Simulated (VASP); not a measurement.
# SiPb (CsCl type) (Pm-3m) in VASP: a series of runs, part 2 of 2

VASP 6.6.1. Earlier steps stand in the parts before.

### Step 3. Single point, PBEsol (volume scaled by 0.76)

The input, INCAR:

```
SYSTEM = SiPb
ALGO = Normal
EDIFF = 1E-6
ENCUT = 520
GGA = PS
ISIF = 2
ISMEAR = -1
LASPH = .TRUE.
LCHARG = .FALSE.
LREAL = .FALSE.
LWAVE = .FALSE.
NBANDS = 16
NELM = 80
PREC = Accurate
SIGMA = 0.08
```

The input, KPOINTS:

```
k-points
0
G
  11 11 11
  0 0 0
```

The input, POSCAR:

```
SiPb
1.0
    3.2670423841      0.0000000000      0.0000000000
    0.0000000000      3.2670423841      0.0000000000
    0.0000000000      0.0000000000      3.2670423841
Pb Si
1 1
Direct
    0.0000000000      0.0000000000      0.0000000000
    0.5000000000      0.5000000000      0.5000000000
```

Potentials or basis: VASP PAW PBE potentials, release 64 (Pb_d, Si).

On the command line:

```
$ cat potpaw_PBE.64/Pb_d/POTCAR potpaw_PBE.64/Si/POTCAR > POTCAR
$ mpirun -np 1 vasp_std > vasp.out
```

OUTCAR:

```text
SYSTEM = SiPb
   EDIFF = 1E-6
   ENCUT = 520
   GGA = PS
   ISIF = 2
   ISMEAR = -1
   LASPH = .TRUE.
   LREAL = .FALSE.
   NELM = 80
   PREC = Accurate

 ion  position               nearest neighbor table
   1  0.000  0.000  0.000-   2 2.83   2 2.83   2 2.83   2 2.83   2 2.83   2 2.83   2 2.83   2 2.83

   2  0.500  0.500  0.500-   1 2.83   1 2.83   1 2.83   1 2.83   1 2.83   1 2.83   1 2.83   1 2.83

  LATTYP: Found a simple cubic cell.
 ALAT       =     3.2670423841

  Lattice vectors:

[... 625 lines left out ...]
      3      -5.7002      2.00000
      4      -5.6862      2.00000
      5      -5.5739      2.00000
      6      -1.9553      2.00000
[... 8 lines left out ...]
     15      21.2341      0.00000
     16      23.5543      0.00000

 [... further k-points ...]
[... 5 lines left out ...]
  --------------------------------------------------------------------------------------
  -------------------------------------------------------------------------------------
  Total        6.8627186      6.8627186      6.8627186     -0.0000000      0.0000000      0.0000000
  in kB      315.3134296    315.3134296    315.3134296     -0.0000000      0.0000000      0.0000000
  external PRESSURE =     315.3134296 kB  Pullay stress =       0.0000000 kB

 VOLUME and BASIS-vectors are now :
 -----------------------------------------------------------------------------
  energy-cutoff  :      520.00
  volume of cell :       34.87
      direct lattice vectors                 reciprocal lattice vectors
     3.267042384  0.000000000  0.000000000     0.306087244  0.000000000  0.000000000
     0.000000000  3.267042384  0.000000000     0.000000000  0.306087244  0.000000000
     0.000000000  0.000000000  3.267042384     0.000000000  0.000000000  0.306087244

 POSITION                                       TOTAL-FORCE (eV/Angst)
 -----------------------------------------------------------------------------------
      0.00000      0.00000      0.00000         0.000000      0.000000      0.000000
      1.63352      1.63352      1.63352         0.000000      0.000000      0.000000
 -----------------------------------------------------------------------------------
    total drift:                                0.000000      0.000000      0.000000

  FREE ENERGIE OF THE ION-ELECTRON SYSTEM (eV)
  ---------------------------------------------------
  free  energy   TOTEN  =        -7.8753687308 eV

  energy  without entropy=       -7.8499835880  energy(sigma->0) =       -7.86267616
```

OSZICAR:

```text
N       E                     dE             d eps       ncg     rms          rms(c)
DAV:   1     0.118359564854E+03    0.11836E+03   -0.87657E+03  1824   0.129E+03
DAV:   2    -0.279777719410E+01   -0.12116E+03   -0.11603E+03  2016   0.310E+02
DAV:   3    -0.790680571170E+01   -0.51090E+01   -0.50696E+01  2408   0.652E+01
DAV:   4    -0.799695592100E+01   -0.90150E-01   -0.90132E-01  2152   0.880E+00
DAV:   5    -0.800060432253E+01   -0.36484E-02   -0.36483E-02  2680   0.166E+00    0.273E+00
DAV:   6    -0.789988029131E+01    0.10072E+00   -0.12675E-01  2488   0.674E+00    0.148E+00
DAV:   7    -0.787818165508E+01    0.21699E-01   -0.44365E-02  2736   0.297E+00    0.455E-01
DAV:   8    -0.787540512755E+01    0.27765E-02   -0.39121E-03  2424   0.948E-01    0.462E-02
DAV:   9    -0.787536956424E+01    0.35563E-04   -0.22354E-04  2608   0.272E-01    0.315E-02
DAV:  10    -0.787536936988E+01    0.19436E-06   -0.11825E-05  2176   0.295E-02    0.799E-03
DAV:  11    -0.787536873080E+01    0.63908E-06   -0.35190E-06  2336   0.343E-02
   1 F= -.78753687E+01 E0= -.78626762E+01  d E =-.253851E-01
```

stdout:

```text
POSCAR found type information on POSCAR PbSi
 POSCAR found :  2 types and       2 ions
 scaLAPACK will be used
 -----------------------------------------------------------------------------
|                                                                             |
|                                                                             |
|     You enforced a specific xc type in the INCAR file but a different       |
|     I HOPE YOU KNOW WHAT YOU ARE DOING!                                     |
|                                                                             |
 -----------------------------------------------------------------------------

 LDA part: xc-table for (Slater+PW92), standard interpolation
 POSCAR, INCAR and KPOINTS ok, starting setup
 FFT: planning ... GRIDC
 FFT: planning ... GRID_SOFT
 FFT: planning ... GRID
 WAVECAR not read
 entering main loop
```

Wall time 12 s (1 thread of Intel Xeon 6975P-C, shared host); peak memory 0.16 GiB.

Results:

| Item | Value |
| --- | --- |
| Free energy | -7.8754 eV |
| Pressure | 31.5 GPa |
| Band gap on the k mesh | zero (band 9 reaches 13.88 eV, above the bottom of band 10 at 8.54 eV) |

Levels at points of the mesh, in eV from the Fermi level:
```
           k point  band 5  band 6  band 7  band 8  band 9  band 10  band 11  band 12  band 13  band 14
(0.00, 0.00, 0.00)  -16.96  -14.78   -0.89   -0.83   -0.83    -0.83     3.91     3.91    11.93    11.93
```

Caveat: the PAW data sets were made with another functional, which shifts forces and pressure a little; spin-orbit coupling is left out, which moves the levels of the heavy elements.

### Step 4. Single point, PBEsol (volume scaled by 0.84)

The input, INCAR:

```
PREC = Accurate
ENCUT = 520
EDIFF = 1E-6
ISMEAR = -1
SIGMA = 0.08
LREAL = False
LASPH = True
NELM = 80
ALGO = Normal
ISIF = 2
LWAVE = False
LCHARG = False
GGA = PS
NBANDS = 16
```

The input, KPOINTS:

```
Automatic mesh
0
Gamma
  11 11 11
```

The input, POSCAR:

```
SiPb
1.0
    3.3778731260      0.0000000000      0.0000000000
    0.0000000000      3.3778731260      0.0000000000
    0.0000000000      0.0000000000      3.3778731260
Pb Si
1 1
Direct
    0.0000000000      0.0000000000      0.0000000000
    0.5000000000      0.5000000000      0.5000000000
```

On the command line:

```
$ cat potpaw_PBE.64/Pb_d/POTCAR potpaw_PBE.64/Si/POTCAR > POTCAR
$ mpirun -np 1 vasp_std > vasp.out
```

Wall time 22 s (1 thread of Intel Xeon 6975P-C, shared host); peak memory 0.18 GiB.

The run converged. Its results:

| Property | Result |
| --- | --- |
| Free energy | -8.4072 eV |
| Pressure | 16.0 GPa |
| Band gap on the k mesh | zero (band 9 reaches 12.22 eV, above the bottom of band 10 at 7.43 eV) |

Levels at points of the mesh, in eV from the Fermi level:
```tsv
k point	band 6	band 7	band 8	band 9	band 10	band 11	band 12	band 13
(0.00, 0.00, 0.00)	-13.79	-1.67	-0.67	-0.67	-0.67	3.99	3.99	10.69
```

Caveat: the PAW data sets were made with another functional, which shifts forces and pressure a little; spin-orbit coupling is left out, which moves the levels of the heavy elements.

### Step 5. Summary

| cell | gap on the mesh (eV) | pressure (GPa) |
| --- | --- | --- |
| a = 3.148 Å, 2 atoms | none | 57.2 |
| a = 3.267 Å, 2 atoms | none | 31.5 |
| a = 3.378 Å, 2 atoms | none | 16.0 |

Alike in all rows: task single point; level PBEsol; potentials or basis VASP PAW PBE potentials, release 64 (Pb_d, Si); no spin polarisation; k mesh 11 × 11 × 11; cutoff (eV) 520; smearing fermi-dirac 0.08 eV.

Caveats: the PAW data sets were made with another functional, which shifts forces and pressure a little; spin-orbit coupling is left out, which moves the levels of the heavy elements.

Total energies depend on the potentials used, so only differences within one code and one set of settings carry meaning.
